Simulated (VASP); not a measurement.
# BN (P6_3mc) in VASP: notebook, part 2 of 3

VASP 6.6.1. The steps go on from the part before.

### Step 3. Single point, PBEsol

This run uses another cell than the first one, of 5.87 Å³/atom, 1.021 times its volume.

Contents of INCAR:

```
  ALGO = Normal
  EDIFF = 1E-6
  ENCUT = 520
  GGA = PS
  ISIF = 2
  ISMEAR = -1
  LASPH = T
  LCHARG = F
  LREAL = F
  LWAVE = F
  NBANDS = 16
  NELM = 60
  PREC = Accurate
  SIGMA = 0.02
```

Contents of KPOINTS:

```
k-points
0
Gamma
  12 12 6
```

Contents of POSCAR:

```
BN
1.0
    2.5405624387      0.0000000000      0.0000000000
   -1.2702812193      2.2001916118      0.0000000000
    0.0000000000      0.0000000000      4.2026362369
B N
2 2
Direct
    0.6666666667      0.3333333333      0.0002634428
    0.3333333333      0.6666666667      0.5002634428
    0.6666666667      0.3333333333      0.3747365572
    0.3333333333      0.6666666667      0.8747365572
```

Potentials or basis: VASP PAW PBE potentials, release 64 (B, N).

Command:

```sh
> cat potpaw_PBE.64/B/POTCAR potpaw_PBE.64/N/POTCAR > POTCAR
> mpirun -np 1 vasp_std > vasp.out
```

OUTCAR:

```text
EDIFF = 1E-6
   ENCUT = 520
   GGA = PS
   ISIF = 2
   ISMEAR = -1
   LASPH = T
   LREAL = F
   NELM = 60
   PREC = Accurate

 ion  position               nearest neighbor table
   1  0.667  0.333  0.000-   4 1.56   4 1.56   4 1.56   3 1.57
   2  0.333  0.667  0.500-   3 1.56   3 1.56   3 1.56   4 1.57
   3  0.667  0.333  0.375-   2 1.56   2 1.56   2 1.56   1 1.57
   4  0.333  0.667  0.875-   1 1.56   1 1.56   1 1.56   2 1.57

  LATTYP: Found a hexagonal cell.
 ALAT       =     2.5405624387
 C/A-ratio  =     1.6542148986

  Lattice vectors:

 A1 = (   2.5405624387,   0.0000000000,   0.0000000000)
 A2 = (  -1.2702812193,   2.2001916118,   0.0000000000)
 A3 = (   0.0000000000,   0.0000000000,   4.2026362369)

Analysis of symmetry for initial positions (statically):
=====================================================================
 Subroutine PRICEL returns:
 Original cell was already a primitive cell.

 Routine SETGRP: Setting up the symmetry group for a
 hexagonal supercell.

 Subroutine GETGRP returns: Found 12 space group operations
 (whereof  6 operations were pure point group operations)
 out of a pool of 24 trial point group operations.

The static configuration has the point symmetry C_3v.
 The point group associated with its full space group is C_6v.

Analysis of symmetry for dynamics (positions and initial velocities):
=====================================================================
 Subroutine PRICEL returns:
 Original cell was already a primitive cell.

 Routine SETGRP: Setting up the symmetry group for a
 hexagonal supercell.

 Subroutine GETGRP returns: Found 12 space group operations
 (whereof  6 operations were pure point group operations)
 out of a pool of 24 trial point group operations.

The dynamic configuration has the point symmetry C_3v.
 The point group associated with its full space group is C_6v.

 Subroutine INISYM returns: Found 12 space group operations
 (whereof  6 operations are pure point group operations),
 and found     1 'primitive' translations

----------------------------------------------------------------------------------------

                                     Primitive cell

  volume of cell :      23.4916

  direct lattice vectors                    reciprocal lattice vectors
     2.540562439  0.000000000  0.000000000     0.393613629  0.227252934  0.000000000
    -1.270281219  2.200191612  0.000000000     0.000000000  0.454505869  0.000000000
     0.000000000  0.000000000  4.202636237     0.000000000  0.000000000  0.237945885

  length of vectors
     2.540562439  2.540562439  4.202636237     0.454505869  0.454505869  0.237945885

  position of ions in fractional coordinates (direct lattice)
     0.666666667  0.333333333  0.000263443
     0.333333333  0.666666667  0.500263443
     0.666666667  0.333333333  0.374736557
     0.333333333  0.666666667  0.874736557

  ion indices of the primitive-cell ions
   primitive index   ion index
                 1           1
                 2           2
                 3           3
                 4           4

----------------------------------------------------------------------------------------

 KPOINTS: k-points

Automatic generation of k-mesh.
 Grid dimensions read from file:
 generate k-points for:   12   12    6

 Generating k-lattice:

  Cartesian coordinates                     Fractional coordinates (reciprocal lattice)
     0.032801136  0.018937745  0.000000000     0.083333333 -0.000000000  0.000000000
     0.000000000  0.037875489  0.000000000     0.000000000  0.083333333  0.000000000
     0.000000000  0.000000000  0.039657648     0.000000000  0.000000000  0.166666667

  Length of vectors
     0.037875489  0.037875489  0.039657648

  Shift w.r.t. Gamma in fractional coordinates (k-lattice)
     0.000000000  0.000000000  0.000000000

 Subroutine IBZKPT returns following result:
 ===========================================

 Found     76 irreducible k-points:

 Following reciprocal coordinates:
            Coordinates               Weight
  0.000000  0.000000  0.000000      1.000000
  0.083333 -0.000000  0.000000      6.000000
  0.166667  0.000000  0.000000      6.000000
  0.250000  0.000000  0.000000      6.000000
  0.333333 -0.000000  0.000000      6.000000
  0.416667 -0.000000  0.000000      6.000000
[... 16 lines left out ...]
  0.250000  0.000000  0.166667     12.000000
  0.333333 -0.000000  0.166667     12.000000
 [... further k-points ...]
   k-points           NKPTS =     76   k-points in BZ     NKDIM =     76   number of bands    NBANDS=     16
   number of dos      NEDOS =    301   number of ions     NIONS =      4
   total plane-waves  NPLWV =  12800
   dimension x,y,z NGX =    20 NGY =   20 NGZ =   32
   dimension x,y,z NGXF=    40 NGYF=   40 NGZF=   64
   ions per type =               2   2
   NGX,Y,Z   is equivalent  to a cutoff of  13.09, 13.09, 12.66 a.u.
   NGXF,Y,Z  is equivalent  to a cutoff of  26.17, 26.17, 25.32 a.u.
 SYSTEM =  unknown system
   PREC   = accura    normal or accurate (medium, high low for compatibility)
   ISTART =      0    job   : 0-new  1-cont  2-samecut
   ICHARG =      2    charge: 1-file 2-atom 10-const
   ISPIN  =      1    spin polarized calculation?
   LNONCOLLINEAR =      F non collinear calculations
   LSORBIT =      F    spin-orbit coupling
   LASPH  =      T    aspherical Exc in radial PAW
   ENCUT  =  520.0 eV  38.22 Ry    6.18 a.u.   4.72  4.72  7.81*2*pi/ulx,y,z
   NELM   =     60;   NELMIN=  2; NELMDL= -5     # of ELM steps
   EDIFF  = 0.1E-05   stopping-criterion for ELM
   LREAL  =      F    real-space projection
   EDIFFG = 0.1E-04   stopping-criterion for IOM
   NSW    =      0    number of steps for IOM
   IBRION =     -1    ionic relax: 0-MD 1-quasi-New 2-CG
   NFREE  =      0    steps in history (QN), initial steepest desc. (CG)
   ISIF   =      2    stress and relaxation
   ISYM   =      2    0-nonsym 1-usesym 2-fastsym
   POTIM  = 0.5000    time-step for ionic-motion
   TEBEG  =    0.0;   TEEND  =   0.0 temperature during run
   PSTRESS=    0.0 pullay stress
   NELECT =      16.0000    total number of electrons
   NUPDOWN=      -1.0000    fix difference up-down
   EMIN   =  10.00;   EMAX   =-10.00  energy-range for DOS
   EFERMI =   0.00;   METHOD = LEGACY
   ISMEAR =    -1;   SIGMA  =   0.02  broadening in eV -4-tet -1-fermi 0-gaus
   EFERMI_NEDOS =   21; number of points for ismear=-14 and -15
   IALGO  =     38    algorithm
   IMIX   =      4    mixing-type and parameters
     AMIX     =   0.40;   BMIX     =  1.00
     AMIX_MAG =   1.60;   BMIX_MAG =  1.00
  volume/ion in A,a.u.               =       5.87        39.63
  Fermi-wavevector in a.u.,A,eV,Ry     =   1.440381  2.721926 28.227978  2.074698
  Thomas-Fermi vector in A             =   2.559132
   LORBIT       =      0    0 simple, 1 ext, 2 COOP (PROOUT), +10 PAW based schemes
   GGA     = PS    functional components
   LHFCALC =     F    Hartree Fock is set to
   AEXX    =    0.0000 exact exchange contribution
   IVDW    =     0    specifies the selected vdW correction
   LEPSILON=     F    determine dielectric tensor
   LRPA    =     F    only Hartree local field effects (RPA)
 non-spin polarized calculation
  energy-cutoff  :      520.00
  volume of cell :       23.49
 maximum number of plane-waves:       652
 NGX is ok and might be reduce to    20
   NGX =  9   NGY =  9   NGZ = 15

 number of electron      15.9999999 magnetization

 Free energy of the ion-electron system (eV)
  ---------------------------------------------------
  ext. energy  EPLUGINS =         0.00000000
  ---------------------------------------------------
  free energy    TOTEN  =       -36.62571272 eV

  energy without entropy =      -36.62571272  energy(sigma->0) =      -36.62571272

 E-fermi :   7.9679     XC(G=0): -13.0349

 val. band max:        7.5954135080   @ k =   0.0000   0.0000   0.0000
 cond. band min:      12.5412346621   @ k =   0.3333   0.3333   0.0000
 fundamental gap:      4.9458211541
 Fermi energy:         7.9678750021

 k-point     1 :       0.0000    0.0000    0.0000
  band No.  band energies     occupation
      1     -12.9042      2.00000
      2      -8.6734      2.00000
      3      -3.4749      2.00000
      4       5.4469      2.00000
      5       5.4469      2.00000
      6       7.3133      2.00000
[... 8 lines left out ...]
     15      19.4899      0.00000
     16      23.7400      0.00000
[... 420 lines left out ...]
  band No.  band energies     occupation
      1     -10.4281      2.00000
      2      -7.6129      2.00000
      3      -1.3313      2.00000
      4       0.1327      2.00000
      5       1.5698      2.00000
      6       3.2420      2.00000
[... 8 lines left out ...]
     15      23.6500      0.00000
     16      23.9083      0.00000

 [... further k-points ...]
[... 5 lines left out ...]
  --------------------------------------------------------------------------------------
  -------------------------------------------------------------------------------------
  Total        0.1221472      0.1221472      0.1103519      0.0000000      0.0000000      0.0000000
  in kB        8.3307050      8.3307050      7.5262414      0.0000000      0.0000000      0.0000000
  external PRESSURE =       8.0625505 kB  Pullay stress =       0.0000000 kB

 VOLUME and BASIS-vectors are now :
 -----------------------------------------------------------------------------
  energy-cutoff  :      520.00
  volume of cell :       23.49
      direct lattice vectors                 reciprocal lattice vectors
     2.540562439  0.000000000  0.000000000     0.393613629  0.227252934  0.000000000
    -1.270281219  2.200191612  0.000000000     0.000000000  0.454505869  0.000000000
     0.000000000  0.000000000  4.202636237     0.000000000  0.000000000  0.237945885

 POSITION                                       TOTAL-FORCE (eV/Angst)
 -----------------------------------------------------------------------------------
      1.27028      0.73340      0.00111         0.000000      0.000000      0.004229
     -0.00000      1.46679      2.10243        -0.000000      0.000000      0.004229
      1.27028      0.73340      1.57488        -0.000000     -0.000000     -0.004229
     -0.00000      1.46679      3.67620         0.000000      0.000000     -0.004229
 -----------------------------------------------------------------------------------
    total drift:                               -0.000000     -0.000000     -0.000443

  FREE ENERGIE OF THE ION-ELECTRON SYSTEM (eV)
  ---------------------------------------------------
  free  energy   TOTEN  =       -36.6257127180 eV

  energy  without entropy=      -36.6257127180  energy(sigma->0) =      -36.62571272
```

stdout:

```text
POSCAR found type information on POSCAR B N
 POSCAR found :  2 types and       4 ions
 scaLAPACK will be used
 -----------------------------------------------------------------------------
|                                                                             |
|                                                                             |
|     You enforced a specific xc type in the INCAR file but a different       |
|     I HOPE YOU KNOW WHAT YOU ARE DOING!                                     |
|                                                                             |
 -----------------------------------------------------------------------------

 LDA part: xc-table for (Slater+PW92), standard interpolation
 POSCAR, INCAR and KPOINTS ok, starting setup
 FFT: planning ... GRIDC
 FFT: planning ... GRID_SOFT
 FFT: planning ... GRID
 WAVECAR not read
 entering main loop
```

It took 16 s on 1 thread of AMD EPYC 7R43 (Zen 3), shared host; peak memory 0.11 GiB.

What came out:

```
Free energy            : -36.6257 eV
Pressure               : 0.8 GPa
Largest force          : 0.004 eV/Å
Band gap on the k mesh : 4.95 eV, indirect (least direct gap 8.23 eV)
```

Forces in eV/Å, atoms in the order of the input:
```
B    0.000  0.000  0.004
B    0.000  0.000  0.004
N    0.000  0.000 -0.004
N    0.000  0.000 -0.004
```

Caveat: the PAW data sets were made with another functional, which shifts forces and pressure a little. Expect the measured gap to be larger: semilocal functionals such as PBEsol lack the derivative discontinuity.

(Part 2 of 3 ends here.)
